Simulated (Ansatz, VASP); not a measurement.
## Ta4C3: VASP beside Ansatz

```
Ta C
1.0
     4.42479    0.00000    0.00000
     0.00000    4.42479    0.00000
     0.00000    0.00000    4.42479
Ta C
4 3
Cartesian
  0.0028 2.2124 2.2124
  2.2136 0.0000 2.2124
  2.2136 2.2124 0.0000
  0.0074 0.0000 0.0000
  1.9124 0.0000 0.0000
  0.0541 2.2124 0.0000
  0.0541 0.0000 2.2124
```

Change from the starting cell: mode 19 (614.0 1/cm) frozen in, largest displacement -0.300 Å.

Alike in both runs: task single point; functional r2SCAN; k mesh 10 × 10 × 10; occupations gaussian, width 0.15 eV; no spin polarisation.

|  | VASP | Ansatz |
| --- | --- | --- |
| version | VASP 6.6.1 | Ansatz 0.2.0 |
| potentials or method | VASP PAW PBE potentials, release 64 (Ta_pv, C), cutoff 520 eV | scalar-relativistic, plane waves, PAW |
| valence electrons in the cell | 56 | 64 |

```tsv
	VASP	Ansatz	Ansatz less VASP
gap on the k mesh at the Fermi level (eV)	none	none	-
pressure (GPa)	5.3	4.1	-1.19
traceless stress, the component that is largest in VASP (GPa)	8.03	7.84	-0.195
rms of the force components (eV/Å)	1.473	1.452	-0.0207
```

VASP's potentials were made for PBE, not for r2SCAN. Atom by atom the forces differ by 0.023 eV/Å (rms over components). A gap of «none» marks a metal or a gap that the smearing closes. VASP's potentials hold 56 valence electrons a cell and Ansatz's 64, so a difference there can come from the potentials and not from the codes.

Spin-orbit coupling is off throughout.
